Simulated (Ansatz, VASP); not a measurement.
**KBr in VASP and in Ansatz**

```
CELL_PARAMETERS angstrom
0.80256 3.73877 3.73877
3.73877 0.80256 3.73877
3.73877 3.73877 0.80256
ATOMIC_POSITIONS crystal
K 0.00000 0.00000 0.00000
Br 0.50000 0.50000 0.50000
```

Alike in both runs: task single point; functional PBEsol; k mesh 8 × 8 × 8; occupations gaussian, width 0.05 eV; no spin polarisation.

```csv
,VASP,Ansatz
version,VASP 6.6.1,Ansatz 0.2.0
potentials or method,"VASP PAW PBE potentials, release 64 (K_sv, Br), cutoff 520 eV","scalar-relativistic, plane waves, PAW"
valence electrons in the cell,16,16
```

|  | VASP | Ansatz | Ansatz less VASP |
| --- | --- | --- | --- |
| gap on the k mesh at the Fermi level (eV) | 3.07 | 3.07 | +0.003 |
| least direct gap on the mesh (eV) | 3.07 | 3.07 | +0.003 |
| pressure (GPa) | -0.9 | -0.9 | -0.04 |
| traceless stress, the component that is largest in VASP (GPa) | -2.24 | -2.24 | -0.009 |

VASP's potentials were made for PBE, not for PBEsol. The functional is the same, so the differences come from potentials, cutoffs and numerics.
